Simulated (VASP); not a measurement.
# TiC (Fm-3m) in VASP: settings compared, part 2 of 2

VASP 6.6.1. Earlier steps stand in the parts before.

## (4) Relaxation of cell and atoms, PBEsol-based global hybrid with 25 % exact exchange

Contents of POSCAR:

```
TiC
1.0
    0.0000000000      2.1657188437      2.1657188437
    2.1657188437      0.0000000000      2.1657188437
    2.1657188437      2.1657188437      0.0000000000
Ti C
1 1
Direct
    0.0000000000      0.0000000000      0.0000000000
    0.5000000000      0.5000000000      0.5000000000
```

Contents of INCAR.step1:

```
PREC     = Accurate       # precision mode
ENCUT    = 600            # plane-wave cutoff, eV
EDIFF    = 1E-5           # SCF threshold, eV
ISMEAR   = -1             # smearing method
SIGMA    = 0.05           # smearing width, eV
LREAL    = False          # projectors in reciprocal space
LASPH    = True           # aspherical terms in the spheres
NELM     = 100            # most SCF steps
ALGO     = Normal         # electronic algorithm
LWAVE    = True           # write WAVECAR
LCHARG   = False          # write CHGCAR
GGA      = PE             # functional
NBANDS   = 15             # bands
```

Contents of INCAR.step2:

```
PREC     = Accurate       # precision mode
ENCUT    = 600            # plane-wave cutoff, eV
EDIFF    = 1E-6           # SCF threshold, eV
ISMEAR   = -1             # smearing method
SIGMA    = 0.05           # smearing width, eV
LREAL    = False          # projectors in reciprocal space
LASPH    = True           # aspherical terms in the spheres
NELM     = 100            # most SCF steps
ALGO     = Normal         # electronic algorithm
ISIF     = 3              # what is computed and relaxed
LWAVE    = False          # write WAVECAR
LCHARG   = False          # write CHGCAR
GGA      = PS             # functional
LHFCALC  = True           # exact exchange
AEXX     = 0.25           # exact-exchange fraction
PRECFOCK = Normal       
IBRION   = 2              # ionic algorithm
NSW      = 60             # ionic steps
EDIFFG   = -0.01          # ionic threshold
ISTART   = 1
```

Contents of KPOINTS:

```
Automatic mesh
0
Gamma
  6 6 6
```

Potentials or basis: VASP PAW PBE potentials, release 64 (Ti_sv, C).

Launch:

```bash
$ cat potpaw_PBE.64/Ti_sv/POTCAR potpaw_PBE.64/C/POTCAR > POTCAR
$ cp INCAR.step1 INCAR
$ mpirun -np 1 vasp_std > vasp.out
$ cp INCAR.step2 INCAR
$ mpirun -np 1 vasp_std > vasp.out
```

OUTCAR:

```text
PREC = Accurate
   ENCUT = 600
   EDIFF = 1E-6
   ISMEAR = -1
   LREAL = False
   LASPH = True
   NELM = 100
   ISIF = 3
   GGA = PS
   LHFCALC = True
   AEXX = 0.25
   PRECFOCK = Normal
   IBRION = 2
   NSW = 60
   EDIFFG = -0.01
   ISTART = 1

 ion  position               nearest neighbor table
   1  0.000  0.000  0.000-   2 2.17   2 2.17   2 2.17   2 2.17   2 2.17   2 2.17
   2  0.500  0.500  0.500-   1 2.17   1 2.17   1 2.17   1 2.17   1 2.17   1 2.17

  LATTYP: Found a face centered cubic cell.
 ALAT       =     4.3314376874

  Lattice vectors:

 A1 = (   0.0000000000,   2.1657188437,   2.1657188437)
 A2 = (   2.1657188437,   0.0000000000,   2.1657188437)
 A3 = (   2.1657188437,   2.1657188437,   0.0000000000)

Analysis of symmetry for initial positions (statically):
=====================================================================
 Subroutine PRICEL returns:
 Original cell was already a primitive cell.

 Routine SETGRP: Setting up the symmetry group for a
 face centered cubic supercell.

 Subroutine GETGRP returns: Found 48 space group operations
 (whereof 48 operations were pure point group operations)
 out of a pool of 48 trial point group operations.

The static configuration has the point symmetry O_h .

Analysis of symmetry for dynamics (positions and initial velocities):
=====================================================================
 Subroutine PRICEL returns:
 Original cell was already a primitive cell.

 Routine SETGRP: Setting up the symmetry group for a
 face centered cubic supercell.

 Subroutine GETGRP returns: Found 48 space group operations
 (whereof 48 operations were pure point group operations)
 out of a pool of 48 trial point group operations.

The dynamic configuration has the point symmetry O_h .

 Subroutine INISYM returns: Found 48 space group operations
 (whereof 48 operations are pure point group operations),
 and found     1 'primitive' translations

[... 121 lines left out ...]
   IVDW    =     0    specifies the selected vdW correction
   LEPSILON=     F    determine dielectric tensor
   LRPA    =     F    only Hartree local field effects (RPA)
 conjugate gradient relaxation of ions
 non-spin polarized calculation
  energy-cutoff  :      600.00
  volume of cell :       20.32
 maximum number of plane-waves:       700
  NGX = 20; NGY = 20; NGZ = 20

--------------------------------------- Ionic step        1  -------------------------------------------

 number of electron      16.0000000 magnetization

 Free energy of the ion-electron system (eV)
  ---------------------------------------------------
  ext. energy  EPLUGINS =         0.00000000
  ---------------------------------------------------
  free energy    TOTEN  =       -24.34569719 eV

  energy without entropy =      -24.34553774  energy(sigma->0) =      -24.34561747

------------------------ aborting loop because EDIFF is reached ----------------------------------------

  FORCE on cell =-STRESS in cart. coord.  units (eV):
  Direction    XX          YY          ZZ          XY          YZ          ZX
  --------------------------------------------------------------------------------------
  -------------------------------------------------------------------------------------
  Total       -1.3345357     -1.3345357     -1.3345357      0.0000000     -0.0000000      0.0000000
  in kB     -105.2457450   -105.2457450   -105.2457450      0.0000000     -0.0000000      0.0000000
  external PRESSURE =    -105.2457450 kB  Pullay stress =       0.0000000 kB
[... 23 lines left out ...]
--------------------------------------- Ionic step        2  -------------------------------------------

 number of electron      15.9999997 magnetization

 E-fermi :  10.2682     XC(G=0): -10.4939

 val. band max:        9.8716764396   @ k =   0.1667   0.1667   0.0000
 cond. band min:      10.6296417137   @ k =   0.5000   0.5000   0.0000
 fundamental gap:      0.7579652741
 Fermi energy:        10.2682484474

 k-point     1 :       0.0000    0.0000    0.0000
  band No.  band energies     occupation
      1     -50.8756      2.00000
      2     -25.2556      2.00000
      3     -25.2556      2.00000
      4     -25.2556      2.00000
      5      -4.7122      2.00000
      6      12.0791      0.00000
      7      12.0791      0.00000
      8      12.0791      0.00000
      9      12.7466      0.00000
     10      12.7466      0.00000
     11      12.7466      0.00000
     12      13.0840      0.00000
[... 258 lines left out ...]
--------------------------------------- Ionic step        3  -------------------------------------------

 number of electron      16.0000004 magnetization

 Free energy of the ion-electron system (eV)
  ---------------------------------------------------
  ext. energy  EPLUGINS =         0.00000000
  ---------------------------------------------------
  free energy    TOTEN  =       -24.37176704 eV

  energy without entropy =      -24.37167445  energy(sigma->0) =      -24.37172075

 E-fermi :   9.5039     XC(G=0): -10.2526

 val. band max:        9.1638209738   @ k =   0.1667   0.1667   0.0000
 cond. band min:       9.8089685369   @ k =   0.5000   0.5000   0.0000
 fundamental gap:      0.6451475631
 Fermi energy:         9.5038568467

 k-point     1 :       0.0000    0.0000    0.0000
  band No.  band energies     occupation
      1     -51.8119      2.00000
      2     -26.2323      2.00000
      3     -26.2323      2.00000
      4     -26.2323      2.00000
      5      -5.1438      2.00000
      6      11.3265      0.00000
      7      11.3265      0.00000
      8      11.3265      0.00000
      9      11.9145      0.00000
     10      11.9145      0.00000
     11      11.9145      0.00000
     12      12.1929      0.00000
[... 252 lines left out ...]
  FREE ENERGIE OF THE ION-ELECTRON SYSTEM (eV)
  ---------------------------------------------------
  free  energy   TOTEN  =       -24.3717670390 eV

  energy  without entropy=      -24.3716744511  energy(sigma->0) =      -24.37172075

 reached required accuracy - stopping structural energy minimisation
```

Wall time 2.2 h (1 thread of Intel Xeon Platinum 8259CL at 2.50GHz (Skylake/Cascade Lake), shared host); peak memory 0.16 GiB.

Results:

| Property | Result |
| --- | --- |
| Free energy | -24.3718 eV |
| Relaxed volume | 9.78 Å³/atom |
| Relaxed cell | a = 3.024 Å, b = 3.024 Å, c = 3.024 Å, α = 60.00°, β = 60.00°, γ = 60.00° |
| Space group after relaxing (to 0.1 Å) | Fm-3m (No. 225) |
| Energy gained by relaxing | 13.0 meV/atom |
| Ionic steps | 3 |
| Pressure after relaxing | -0.1 GPa |
| Band gap on the k mesh | zero (bands 8 and 9 overlap by 2.44 eV) |

Step by step:
```csv
step,energy change (eV),largest force (eV/Å),pressure (GPa),volume (Å³)
1,0.0000,0.0000,-10.52,20.32
2,0.0379,0.0000,19.02,18.42
3,-0.0261,0.0000,-0.11,19.55
```

Final structure:
```
CELL_PARAMETERS angstrom
0.00000 2.13833 2.13833
2.13833 0.00000 2.13833
2.13833 2.13833 0.00000
ATOMIC_POSITIONS crystal
Ti 0.00000 0.00000 0.00000
C 0.50000 0.50000 0.50000
```

Caveat: the k points lie up to 0.42 Å⁻¹ apart in the final cell, too coarse for converged energies and pressures of a metal; the PAW data sets were made with another functional, which shifts forces and pressure a little.

## (5) Single point, PBE-based screened hybrid with 50 % exact exchange

POSCAR is that of step 4.

Contents of INCAR.step1:

```
ALGO     = Normal         # electronic algorithm
EDIFF    = 1E-5           # SCF threshold, eV
ENCUT    = 520            # plane-wave cutoff, eV
GGA      = PE             # functional
ISIF     = 2              # what is computed and relaxed
ISMEAR   = -1             # smearing method
LASPH    = T              # aspherical terms in the spheres
LCHARG   = F              # write CHGCAR
LREAL    = F              # projectors in reciprocal space
LWAVE    = T              # write WAVECAR
NBANDS   = 15             # bands
NELM     = 60             # most SCF steps
PREC     = Accurate       # precision mode
SIGMA    = 0.05           # smearing width, eV
```

Contents of INCAR.step2:

```
AEXX     = 0.5            # exact-exchange fraction
ALGO     = Normal         # electronic algorithm
EDIFF    = 1E-6           # SCF threshold, eV
ENCUT    = 520            # plane-wave cutoff, eV
GGA      = PE             # functional
HFSCREEN = 0.2078699      # screening, 1/A
ISIF     = 2              # what is computed and relaxed
ISMEAR   = -1             # smearing method
ISTART   = 1            
LASPH    = T              # aspherical terms in the spheres
LCHARG   = F              # write CHGCAR
LHFCALC  = T              # exact exchange
LREAL    = F              # projectors in reciprocal space
LWAVE    = F              # write WAVECAR
NBANDS   = 15             # bands
NELM     = 60             # most SCF steps
PREC     = Accurate       # precision mode
PRECFOCK = Normal       
SIGMA    = 0.05           # smearing width, eV
```

Contents of KPOINTS:

```
k-points
0
Gamma
  6 6 6
```

Launch:

```bash
$ cat potpaw_PBE.64/Ti_sv/POTCAR potpaw_PBE.64/C/POTCAR > POTCAR
$ cp INCAR.step1 INCAR
$ mpirun -np 1 vasp_std > vasp.out
$ cp INCAR.step2 INCAR
$ mpirun -np 1 vasp_std > vasp.out
```

Run time: 41 min. Hardware: 1 thread of Intel Xeon 8259CL, shared host; peak memory 0.26 GiB.

The run converged. Its results:

```
Free energy            : -25.5662 eV
Pressure               : -9.3 GPa
Band gap on the k mesh : zero (bands 8 and 9 overlap by 2.60 eV)
```

Levels at points of the mesh, in eV from the Fermi level:
```tsv
k point	band 4	band 5	band 6	band 7	band 8	band 9	band 10	band 11	band 12	band 13
(0.00, 0.00, 0.00)	-38.78	-15.99	2.15	2.15	2.15	2.22	2.22	2.22	2.58	2.58
(0.50, 0.00, 0.00)	-38.83	-11.70	-7.74	-3.99	-3.99	5.23	5.23	6.58	9.62	10.96
(0.50, 0.50, 0.00)	-38.98	-13.14	-5.03	-1.15	-0.40	-0.40	3.96	6.02	6.02	7.93
```

Caveat: the k points lie up to 0.42 Å⁻¹ apart, too coarse for converged energies and pressures of a metal; the PAW data sets were made with another functional, which shifts forces and pressure a little.

## (6) Single point, b88 exchange, pbe correlation

This run uses another cell than the first one, of 9.55 Å³/atom.

Contents of INCAR:

```
SYSTEM = TiC
  PREC = Accurate
  ENCUT = 600
  EDIFF = 1E-6
  ISMEAR = -1
  SIGMA = 0.05
  LREAL = .False.
  LASPH = .True.
  NELM = 120
  ALGO = Normal
  ISIF = 2
  LWAVE = .False.
  LCHARG = .True.
  GGA = LIBXC
  LIBXC1 = GGA_X_B88
  LIBXC2 = GGA_C_PBE
  LELF = .True.
  LVHAR = .True.
  NBANDS = 15
  GGA_COMPAT = .False.
```

Contents of KPOINTS:

```
regular mesh
0
Gamma
  11 11 11
  0 0 0
```

Contents of POSCAR:

```
TiC
1.0
    0.0000000000      2.1215080947      2.1215080947
    2.1215080947      0.0000000000      2.1215080947
    2.1215080947      2.1215080947      0.0000000000
Ti C
1 1
Direct
    0.0000000000      0.0000000000      0.0000000000
    0.5000000000      0.5000000000      0.5000000000
```

Potentials or basis: VASP PAW PBE potentials, release 64 (Ti_sv, C).

Launch:

```bash
$ cat potpaw_PBE.64/Ti_sv/POTCAR potpaw_PBE.64/C/POTCAR > POTCAR
$ mpirun -np 1 vasp_std > vasp.out
```

Run time: 10 s. Hardware: 1 thread of Intel Xeon 6975P-C (Granite Rapids), shared host; peak memory 0.15 GiB.

It converged, with:

```yaml
Free_energy: -18.4199 eV
Pressure: 18.0 GPa
Band_gap_on_the_k_mesh: zero (bands 8 and 9 overlap by 1.13 eV)
```

Levels at points of the mesh, in eV from the Fermi level:
| k point | band 5 | band 6 | band 7 | band 8 | band 9 | band 10 | band 11 | band 12 |
| --- | --- | --- | --- | --- | --- | --- | --- | --- |
| (0.00, 0.00, 0.00) | -12.75 | 0.64 | 0.64 | 0.64 | 1.69 | 1.69 | 1.69 | 1.76 |

Caveat: the cell stands under pressure; the PAW data sets were made with another functional, which shifts forces and pressure a little.

## (7) Summary

| task | level | cell | k mesh | cutoff (eV) | grid for exact exchange (PRECFOCK) | share of exact exchange | screening parameter | gap on the mesh (eV) | pressure (GPa) | relaxed volume (Å³/atom) |
| --- | --- | --- | --- | --- | --- | --- | --- | --- | --- | --- |
| single point | b88 exchange, pbe correlation | a = 3.064 Å, angles 60.0°, 2 atoms | 11 × 11 × 11 | 600 | - | - | - | none | 0.1 | - |
| relaxation of cell and atoms | b88 exchange, pbe correlation | relaxed from a = 3.063 Å, angles 60.0°, 2 atoms | 11 × 11 × 11 | 600 | - | - | - | none | 0.0 | 10.18 |
| relaxation of cell and atoms | PBEsol-based global hybrid with 25 % exact exchange | relaxed from a = 3.063 Å, angles 60.0°, 2 atoms | 6 × 6 × 6 | 600 | Normal | 0.25 | - | none | -0.1 | 9.78 |
| single point | PBE-based screened hybrid with 50 % exact exchange | a = 3.063 Å, angles 60.0°, 2 atoms | 6 × 6 × 6 | 520 | Normal | 0.5 | 0.20787 1/Å | none | -9.3 | - |
| single point | b88 exchange, pbe correlation | a = 3.000 Å, angles 60.0°, 2 atoms | 11 × 11 × 11 | 600 | - | - | - | none | 18.0 | - |

Alike in all rows: potentials or basis VASP PAW PBE potentials, release 64 (Ti_sv, C); no spin polarisation; smearing fermi-dirac 0.05 eV.

Caveats: some runs use coarse meshes; the PAW data sets were made with another functional, which shifts forces and pressure a little; the cell stands under pressure (at least some runs).

Absolute energies hang on the potentials; compare differences alone.
